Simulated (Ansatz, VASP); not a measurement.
**TePb in VASP and in Ansatz**

File POSCAR:

```
TePb
1.0
    0.0000000000      3.3985503228      3.3985503228
    3.3985503228      0.0000000000      3.3985503228
    3.3985503228      3.3985503228      0.0000000000
Pb Te
1 1
Direct
    0.0000000000      0.0000000000      0.0000000000
    0.5000000000      0.5000000000      0.5000000000
```

File INCAR.step1:

```
SYSTEM = TePb
ALGO = Normal
EDIFF = 1E-4
ENCUT = 520
GGA = PE
ISMEAR = 0
LASPH = .True.
LCHARG = .False.
LREAL = .False.
LWAVE = .True.
NBANDS = 17
NELM = 60
PREC = Accurate
SIGMA = 0.01
```

Contents of INCAR.step2:

```
SYSTEM = TePb
ALGO = Normal
EDIFF = 1E-7
ENCUT = 520
ISIF = 2
ISMEAR = 0
ISTART = 1
LASPH = .True.
LCHARG = .False.
LMIXTAU = .True.
LREAL = .False.
LWAVE = .False.
METAGGA = R2SCAN
NBANDS = 17
NELM = 60
PREC = Accurate
SIGMA = 0.01
```

File KPOINTS:

```
k-points
0
Gamma
  8 8 8
  0 0 0
```

Input for Ansatz:

```yaml
crystal:
  lattice:
    - [0.0, 3.3985503228, 3.3985503228]
    - [3.3985503228, 0.0, 3.3985503228]
    - [3.3985503228, 3.3985503228, 0.0]
  atoms:
    - { symbol: Pb, position: [0.0, 0.0, 0.0] }
    - { symbol: Te, position: [0.5, 0.5, 0.5] }
kpoints:
  mp_grid: { grid: [8, 8, 8] }
  band_path:
    path:
      - [0.0, 0.0, 0.0]
      - [0.5, 0.0, 0.5]
      - [0.625, 0.25, 0.625]
      - [0.375, 0.375, 0.75]
      - [0.5, 0.5, 0.5]
      - [0.5, 0.25, 0.75]
      - [0.0, 0.0, 0.5]
    npoints: 1
hamiltonian:
  xc: r2scan
scf:
  occupations: { method: fixed }
  n_extra_bands: 4
output:
  forces: true
  stress: true
  eigenvalues: true
```

Change from the starting cell: hydrostatic strain +4.0%.

Alike in both runs: task single point; functional r2SCAN; k mesh 8 × 8 × 8; no spin polarisation.

|  | VASP | Ansatz |
| --- | --- | --- |
| version | VASP 6.6.1 | Ansatz 0.2.0 |
| potentials or method | VASP PAW PBE potentials, release 64 (Pb_d, Te) | plane waves, PAW |
| plane-wave cutoff (eV) | 520 | 500 |
| occupations | gaussian, width 0.01 eV | fixed |
| valence electrons in the cell | 20 | 30 |

|  | VASP | Ansatz | Ansatz less VASP |
| --- | --- | --- | --- |
| gap on the k mesh at the Fermi level (eV) | 1.28 | 1.28 | -0.002 |
| pressure (GPa) | -3.8 | -3.8 | +0.02 |

VASP's potentials were made for PBE, not for r2SCAN. VASP's potentials hold 20 valence electrons a cell and Ansatz's 30, so a difference there can come from the potentials and not from the codes.

Spin-orbit coupling is off throughout.
